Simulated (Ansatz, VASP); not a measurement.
# CsCl in VASP and in Ansatz

POSCAR

```
CsCl
1.0
    4.1673869900      0.0000000000      0.0000000000
    0.0000000000      4.1673869900      0.0000000000
    0.0000000000      0.0000000000      4.1673869900
Cs Cl
1 1
Direct
    0.0000000000      0.0000000000      0.0000000000
    0.5000000000      0.5000000000      0.5000000000
```

INCAR.step1

```
ALGO     = Normal         # electronic algorithm
EDIFF    = 1E-5           # SCF threshold, eV
EDIFFG   = -0.01          # ionic threshold
ENCUT    = 500            # plane-wave cutoff, eV
GGA      = PE             # functional
GGA_COMPAT= F            
IBRION   = 2              # ionic algorithm
ISMEAR   = -1             # smearing method
LASPH    = T              # aspherical terms in the spheres
LCHARG   = F              # write CHGCAR
LREAL    = F              # projectors in reciprocal space
LWAVE    = T              # write WAVECAR
NELM     = 120            # most SCF steps
NELMIN   = 4            
NSW      = 100            # ionic steps
PREC     = Accurate       # precision mode
SIGMA    = 0.02           # smearing width, eV
```

The input INCAR.step2:

```
ALGO     = Normal         # electronic algorithm
EDIFF    = 1E-7           # SCF threshold, eV
EDIFFG   = -0.01          # ionic threshold
ENCUT    = 500            # plane-wave cutoff, eV
GGA_COMPAT= F            
IBRION   = 2              # ionic algorithm
ISIF     = 2              # what is computed and relaxed
ISMEAR   = -1             # smearing method
ISTART   = 1            
LASPH    = T              # aspherical terms in the spheres
LCHARG   = F              # write CHGCAR
LMIXTAU  = T            
LREAL    = F              # projectors in reciprocal space
LWAVE    = F              # write WAVECAR
METAGGA  = R2SCAN         # meta-GGA
NELM     = 120            # most SCF steps
NELMIN   = 4            
NSW      = 50             # ionic steps
PREC     = Accurate       # precision mode
SIGMA    = 0.02           # smearing width, eV
```

The input KPOINTS:

```
k-points
0
Gamma
  8 8 8
```

Input for Ansatz:

```yaml
crystal:
  lattice:
    - [4.16738699, 0.0, 0.0]
    - [0.0, 4.16738699, 0.0]
    - [0.0, 0.0, 4.16738699]
  atoms:
    - { symbol: Cs, position: [0.0, 0.0, 0.0] }
    - { symbol: Cl, position: [0.5, 0.5, 0.5] }
  symmetry: { tolerance: 0.0003 }
hamiltonian:
  xc: r2scan
  pseudopotentials: { kind: paw, azcp: { folder: soft_1 } }
basis:
  ecutwfc: 500
magnetization:
  spin_polarized: false
scf:
  occupations: { method: fermi_dirac, width: 0.02 }
kpoints:
  mp_grid: { grid: [8, 8, 8], shift: [0, 0, 0] }
  band_path:
    path:
      - [0.0, 0.0, 0.0]
      - [0.0, 0.5, 0.0]
      - [0.5, 0.5, 0.0]
      - [0.0, 0.0, 0.0]
      - [0.5, 0.5, 0.5]
      - [0.0, 0.5, 0.0]
      - [0.5, 0.5, 0.5]
      - [0.5, 0.5, 0.0]
    npoints: 10
output:
  forces: true
  stress: true
  eigenvalues: true
  write_potential: true
  elf: true
  volumetric_format: npy
  dos: { e_range: [-12, 8], de: 0.05 }
relax:
  max_steps: 30
```

Alike in both runs: task relaxation of the atoms; functional r2SCAN; k mesh 8 × 8 × 8; occupations fermi-dirac, width 0.02 eV; no spin polarisation.

|  | VASP | Ansatz |
| --- | --- | --- |
| version | VASP 6.6.1 | Ansatz 0.2.0 |
| potentials or method | VASP PAW PBE potentials, release 64 (Cs_sv, Cl), cutoff 500 eV | PAW plane waves |
| valence electrons in the cell | 16 | 16 |

```tsv
	VASP	Ansatz	Ansatz less VASP
gap on the k mesh at the Fermi level, each at its own relaxed structure (eV)	5.90	5.91	+0.012
```

VASP's potentials were made for PBE, not for r2SCAN. Ansatz's warnings: stress scf threshold loose.

Neither program's run includes spin-orbit coupling. Noted on VASP's run: the relaxation stopped at its first step, so nothing moved.
